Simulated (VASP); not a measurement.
# HBr (Fmmm) in VASP: a series of runs

Runs on HBr. Level: PBEsol. Tasks: single point.

Everything below comes from runs of VASP 6.6.1. Logs are shortened: lines on timing, memory, paths and dates and some standing lists are left out, and cuts for length are marked.

### 1 The cell of the first run

The structure is orthorhombic, space group Fmmm (No. 69). The conventional cell has a = 5.555 Å, b = 5.640 Å, c = 6.063 Å, α = 90.00°, β = 90.00°, γ = 90.00°. Within 3.7 Å of H (site symmetry mmm) lie 6 Br at 2.78 to 3.03 Å. Within 3.7 Å of Br (site symmetry mmm) lie 6 H at 2.78 to 3.03 Å.

### 2 Single point, PBEsol

Input file INCAR:

```
PREC = Accurate
ENCUT = 520
EDIFF = 1E-7
ISMEAR = -1
SIGMA = 0.03
LREAL = F
LASPH = T
NELM = 80
ALGO = Normal
ISIF = 2
LWAVE = F
LCHARG = T
GGA = PS
LELF = T
LVHAR = T
NBANDS = 11
```

Input file KPOINTS:

```
Automatic mesh
0
Gamma
  9 9 9
```

Input file POSCAR:

```
HBr
1.0
    0.0000000000      2.8200000000      3.0315000000
    2.7775000000      0.0000000000      3.0315000000
    2.7775000000      2.8200000000      0.0000000000
H Br
1 1
Direct
    0.0000000000      0.0000000000      0.0000000000
    0.5000000000      0.5000000000      0.5000000000
```

Potentials or basis: VASP PAW PBE potentials, release 64 (H, Br).

On the command line:

```bash
> cat potpaw_PBE.64/H/POTCAR potpaw_PBE.64/Br/POTCAR > POTCAR
> mpirun -np 1 vasp_std > vasp.out
```

OUTCAR:

```text
PREC = Accurate
   ENCUT = 520
   EDIFF = 1E-7
   ISMEAR = -1
   LREAL = F
   LASPH = T
   NELM = 80
   ISIF = 2
   GGA = PS

 ion  position               nearest neighbor table
   1  0.000  0.000  0.000-
   2  0.500  0.500  0.500-

  LATTYP: Found a face centered orthorhombic cell.
 ALAT       =     5.5550000000
 B/A-ratio  =     1.0153015302
 C/A-ratio  =     1.0914491449

  Lattice vectors:

 A1 = (   0.0000000000,   2.8200000000,   3.0315000000)
 A2 = (   2.7775000000,   0.0000000000,   3.0315000000)
 A3 = (   2.7775000000,   2.8200000000,   0.0000000000)

Analysis of symmetry for initial positions (statically):
=====================================================================
 Subroutine PRICEL returns:
 Original cell was already a primitive cell.

 Routine SETGRP: Setting up the symmetry group for a
 face centered orthorhombic supercell.

 Subroutine GETGRP returns: Found  8 space group operations
 (whereof  8 operations were pure point group operations)
 out of a pool of  8 trial point group operations.

The static configuration has the point symmetry D_2h.

Analysis of symmetry for dynamics (positions and initial velocities):
=====================================================================
 Subroutine PRICEL returns:
 Original cell was already a primitive cell.

 Routine SETGRP: Setting up the symmetry group for a
 face centered orthorhombic supercell.

 Subroutine GETGRP returns: Found  8 space group operations
 (whereof  8 operations were pure point group operations)
 out of a pool of  8 trial point group operations.

The dynamic configuration has the point symmetry D_2h.

 Subroutine INISYM returns: Found  8 space group operations
 (whereof  8 operations are pure point group operations),
 and found     1 'primitive' translations

----------------------------------------------------------------------------------------

                                     Primitive cell

  volume of cell :      47.4888

  direct lattice vectors                    reciprocal lattice vectors
     0.000000000  2.820000000  3.031500000    -0.180018002  0.177304965  0.164934851
     2.777500000  0.000000000  3.031500000     0.180018002 -0.177304965  0.164934851
     2.777500000  2.820000000  0.000000000     0.180018002  0.177304965 -0.164934851

  length of vectors
     4.140337215  4.111508057  3.958144294     0.301740015  0.301740015  0.301740015

  position of ions in fractional coordinates (direct lattice)
     0.000000000  0.000000000  0.000000000
     0.500000000  0.500000000  0.500000000

  ion indices of the primitive-cell ions
   primitive index   ion index
                 1           1
                 2           2

----------------------------------------------------------------------------------------

 KPOINTS: Automatic mesh

Automatic generation of k-mesh.
 Grid dimensions read from file:
 generate k-points for:    9    9    9

 Generating k-lattice:

  Cartesian coordinates                     Fractional coordinates (reciprocal lattice)
    -0.020002000  0.019700552  0.018326095     0.111111111  0.000000000  0.000000000
     0.020002000 -0.019700552  0.018326095     0.000000000  0.111111111 -0.000000000
     0.020002000  0.019700552 -0.018326095    -0.000000000 -0.000000000  0.111111111

  Length of vectors
     0.033526668  0.033526668  0.033526668

  Shift w.r.t. Gamma in fractional coordinates (k-lattice)
     0.000000000  0.000000000  0.000000000

 Subroutine IBZKPT returns following result:
 ===========================================

 Found    125 irreducible k-points:

 Following reciprocal coordinates:
            Coordinates               Weight
  0.000000  0.000000  0.000000      1.000000
  0.111111  0.000000 -0.000000      8.000000
  0.222222 -0.000000 -0.000000      8.000000
  0.333333  0.000000 -0.000000      8.000000
  0.444444 -0.000000 -0.000000      8.000000
  0.111111  0.111111  0.000000      2.000000
[... 16 lines left out ...]
 -0.333333  0.333333  0.000000      4.000000
  0.444444  0.444444  0.000000      2.000000
 [... further k-points ...]
   k-points           NKPTS =    125   k-points in BZ     NKDIM =    125   number of bands    NBANDS=     11
   number of dos      NEDOS =    301   number of ions     NIONS =      2
   total plane-waves  NPLWV =  30720
   dimension x,y,z NGX =    32 NGY =   32 NGZ =   30
   dimension x,y,z NGXF=    64 NGYF=   64 NGZF=   60
   ions per type =               1   1
   NGX,Y,Z   is equivalent  to a cutoff of  12.85, 12.94, 12.60 a.u.
   NGXF,Y,Z  is equivalent  to a cutoff of  25.70, 25.88, 25.20 a.u.
 SYSTEM =  unknown system
   PREC   = accura    normal or accurate (medium, high low for compatibility)
   ISTART =      0    job   : 0-new  1-cont  2-samecut
   ICHARG =      2    charge: 1-file 2-atom 10-const
   ISPIN  =      1    spin polarized calculation?
   LNONCOLLINEAR =      F non collinear calculations
   LSORBIT =      F    spin-orbit coupling
   LASPH  =      T    aspherical Exc in radial PAW
   ENCUT  =  520.0 eV  38.22 Ry    6.18 a.u.   7.70  7.64  7.36*2*pi/ulx,y,z
   NELM   =     80;   NELMIN=  2; NELMDL= -5     # of ELM steps
   EDIFF  = 0.1E-06   stopping-criterion for ELM
   LREAL  =      F    real-space projection
   EDIFFG = 0.1E-05   stopping-criterion for IOM
   NSW    =      0    number of steps for IOM
   IBRION =     -1    ionic relax: 0-MD 1-quasi-New 2-CG
   NFREE  =      0    steps in history (QN), initial steepest desc. (CG)
   ISIF   =      2    stress and relaxation
   ISYM   =      2    0-nonsym 1-usesym 2-fastsym
   POTIM  = 0.5000    time-step for ionic-motion
   TEBEG  =    0.0;   TEEND  =   0.0 temperature during run
   PSTRESS=    0.0 pullay stress
   NELECT =       8.0000    total number of electrons
   NUPDOWN=      -1.0000    fix difference up-down
   EMIN   =  10.00;   EMAX   =-10.00  energy-range for DOS
   EFERMI =   0.00;   METHOD = LEGACY
   ISMEAR =    -1;   SIGMA  =   0.03  broadening in eV -4-tet -1-fermi 0-gaus
   EFERMI_NEDOS =   21; number of points for ismear=-14 and -15
   IALGO  =     38    algorithm
   IMIX   =      4    mixing-type and parameters
     AMIX     =   0.40;   BMIX     =  1.00
     AMIX_MAG =   1.60;   BMIX_MAG =  1.00
  volume/ion in A,a.u.               =      23.74       160.23
  Fermi-wavevector in a.u.,A,eV,Ry     =   0.904152  1.708599 11.122628  0.817490
  Thomas-Fermi vector in A             =   2.027564
   LORBIT       =      0    0 simple, 1 ext, 2 COOP (PROOUT), +10 PAW based schemes
   GGA     = PS    functional components
   LHFCALC =     F    Hartree Fock is set to
   AEXX    =    0.0000 exact exchange contribution
   IVDW    =     0    specifies the selected vdW correction
   LEPSILON=     F    determine dielectric tensor
   LRPA    =     F    only Hartree local field effects (RPA)
 non-spin polarized calculation
  energy-cutoff  :      520.00
  volume of cell :       47.49
 maximum number of plane-waves:      1299
   NGX = 15   NGY = 15   NGZ = 15

 number of electron       8.0000000 magnetization

 Free energy of the ion-electron system (eV)
  ---------------------------------------------------
  ext. energy  EPLUGINS =         0.00000000
  ---------------------------------------------------
  free energy    TOTEN  =        -2.81529306 eV

  energy without entropy =       -2.81233459  energy(sigma->0) =       -2.81381383

 E-fermi :  -2.0051     XC(G=0):  -7.7771

 val. band max:       -2.0098914272   @ k =  -0.4444   0.0000   0.4444
 cond. band min:      -1.9531116827   @ k =   0.0000   0.0000   0.0000
 fundamental gap:      0.0567797445
 Fermi energy:        -2.0050883154

 k-point     1 :       0.0000    0.0000    0.0000
  band No.  band energies     occupation
      1     -15.3494      2.00000
      2      -2.5174      2.00000
      3      -2.0711      1.80071
      4      -2.0320      1.42129
      5      -1.9531      0.30052
      6       7.7446      0.00000
      7       8.8594      0.00000
      8       9.3973      0.00000
      9       9.5019      0.00000
     10      11.4205      0.00000
     11      11.7523      0.00000

 k-point     2 :       0.1111    0.0000   -0.0000
  band No.  band energies     occupation
      1     -15.3118      2.00000
      2      -3.2427      2.00000
      3      -2.0641      1.75450
      4      -2.0147      1.15855
      5      -1.3777      0.00000
      6       7.4268      0.00000
      7       8.7698      0.00000
      8       9.1692      0.00000
      9       9.5779      0.00000
     10      10.6361      0.00000
     11      11.1908      0.00000

 k-point     3 :       0.2222   -0.0000   -0.0000
  band No.  band energies     occupation
      1     -15.2141      2.00000
      2      -4.1069      2.00000
      3      -2.1168      1.95292
      4      -2.0937      1.90089
      5      -0.6972      0.00000
      6       6.4195      0.00000
      7       8.6183      0.00000
      8       9.1124      0.00000
      9       9.3392      0.00000
     10      10.8449      0.00000
     11      10.9521      0.00000

 k-point     4 :       0.3333    0.0000   -0.0000
  band No.  band energies     occupation
      1     -15.0977      2.00000
      2      -4.7924      2.00000
      3      -2.2273      1.99879
      4      -2.1268      1.96600
      5      -0.2181      0.00000
      6       5.4653      0.00000
      7       8.0136      0.00000
      8       8.6654      0.00000
      9       9.9407      0.00000
     10      11.9463      0.00000
     11      12.1023      0.00000

 k-point     5 :       0.4444   -0.0000   -0.0000
  band No.  band energies     occupation
      1     -15.0184      2.00000
      2      -5.1730      2.00000
      3      -2.2968      1.99988
      4      -2.1473      1.98267
      5       0.0341      0.00000
      6       4.9259      0.00000
      7       7.6604      0.00000
      8       8.2737      0.00000
      9      10.9472      0.00000
     10      13.2727      0.00000
     11      13.7445      0.00000
[... 211 lines left out ...]
 k-point    21 :       0.4444    0.3333   -0.0000
  band No.  band energies     occupation
      1     -15.0156      2.00000
      2      -4.0522      2.00000
      3      -2.9898      2.00000
      4      -2.5324      2.00000
      5      -1.6190      0.00001
      6       6.7328      0.00000
      7       8.1770      0.00000
      8      10.5314      0.00000
      9      10.9449      0.00000
     10      12.4831      0.00000
     11      14.2067      0.00000

 k-point    22 :      -0.4444    0.3333    0.0000
  band No.  band energies     occupation
      1     -14.9674      2.00000
      2      -4.2184      2.00000
      3      -3.4936      2.00000
      4      -2.4801      2.00000
      5      -1.0888      0.00000
      6       6.8355      0.00000
      7       8.2774      0.00000
      8      10.0913      0.00000
      9      10.3539      0.00000
     10      12.8708      0.00000
     11      14.1119      0.00000

 k-point    23 :      -0.3333    0.3333    0.0000
  band No.  band energies     occupation
      1     -14.9548      2.00000
      2      -4.6158      2.00000
      3      -3.3953      2.00000
      4      -2.3554      1.99998
      5      -0.5796      0.00000
      6       6.6336      0.00000
      7       7.9143      0.00000
      8       9.3266      0.00000
      9      11.1374      0.00000
     10      12.3129      0.00000
     11      12.9972      0.00000

 k-point    24 :       0.4444    0.4444    0.0000
  band No.  band energies     occupation
      1     -14.9925      2.00000
      2      -3.9497      2.00000
      3      -2.6500      2.00000
      4      -2.5792      2.00000
      5      -2.4037      2.00000
      6       6.4262      0.00000
      7       8.9304      0.00000
      8      11.4648      0.00000
      9      11.8582      0.00000
     10      12.0963      0.00000
     11      13.9175      0.00000

 [... further k-points ...]

------------------------ aborting loop because EDIFF is reached ----------------------------------------

  FORCE on cell =-STRESS in cart. coord.  units (eV):
  Direction    XX          YY          ZZ          XY          YZ          ZX
  --------------------------------------------------------------------------------------
  -------------------------------------------------------------------------------------
  Total       -3.1800037     -2.8098654     -1.5646443     -0.0000000      0.0000000      0.0000000
  in kB     -107.2870894    -94.7993495    -52.7880298     -0.0000000      0.0000000      0.0000000
  external PRESSURE =     -84.9581562 kB  Pullay stress =       0.0000000 kB

 VOLUME and BASIS-vectors are now :
 -----------------------------------------------------------------------------
  energy-cutoff  :      520.00
  volume of cell :       47.49
      direct lattice vectors                 reciprocal lattice vectors
     0.000000000  2.820000000  3.031500000    -0.180018002  0.177304965  0.164934851
     2.777500000  0.000000000  3.031500000     0.180018002 -0.177304965  0.164934851
     2.777500000  2.820000000  0.000000000     0.180018002  0.177304965 -0.164934851

 POSITION                                       TOTAL-FORCE (eV/Angst)
 -----------------------------------------------------------------------------------
      0.00000      0.00000      0.00000        -0.000000      0.000000      0.000000
      2.77750      2.82000      3.03150         0.000000     -0.000000      0.000000
 -----------------------------------------------------------------------------------
    total drift:                               -0.000000     -0.000000      0.000000

  FREE ENERGIE OF THE ION-ELECTRON SYSTEM (eV)
  ---------------------------------------------------
  free  energy   TOTEN  =        -2.8152930632 eV

  energy  without entropy=       -2.8123345938  energy(sigma->0) =       -2.81381383
```

It took 46 s on 1 thread of Intel Xeon Platinum 8488C (Sapphire Rapids), shared host; peak memory 0.21 GiB.

What came out:

```
Free energy            : -2.8153 eV
Pressure               : -8.5 GPa
Band gap on the k mesh : zero (band 4 reaches -2.01 eV, above the bottom of band 5 at -2.40 eV)
```

Stress tensor (GPa, compression positive):
```
-10.73   0.00   0.00
  0.00  -9.48   0.00
  0.00   0.00  -5.28
```

Caveat: the PAW data sets were made with another functional, which shifts forces and pressure a little.

(Continued in part 2 of 2.)
